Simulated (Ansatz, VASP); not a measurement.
**Two plane-wave programs on TaN**

```
Ta N
1.0
     0.00000    2.19213    2.19213
     2.19213    0.00000    2.19213
     2.19213    2.19213    0.00000
Ta N
1 1
Direct
  0.00000 0.00000 0.00000
  0.50000 0.50000 0.50000
```

Alike in both runs: functional PBE; dispersion D3(BJ); k mesh 16 × 16 × 16; occupations gaussian, width 0.1 eV; no spin polarisation.

Ansatz relaxed the structure, and its values are those at the end. VASP's run is a single point on that final structure, the one shown.

```csv
,VASP,Ansatz
version,VASP 6.6.1,Ansatz 0.2.0
potentials or method,"VASP PAW PBE potentials, release 64 (Ta_sv_GW, N), cutoff 700 eV","scalar-relativistic, plane waves, PAW"
valence electrons in the cell,18,18
```

Ansatz gave:

| Property | Result |
| --- | --- |
| gap on the k mesh at the Fermi level (eV) | none |
| pressure (GPa) | 0.0 |

Question: Estimate VASP's values.

Answer: gap on the k mesh at the Fermi level (eV): none; pressure (GPa): 0.2.

A gap of «none» marks a metal or a gap that the smearing closes.

Neither program's run includes spin-orbit coupling.
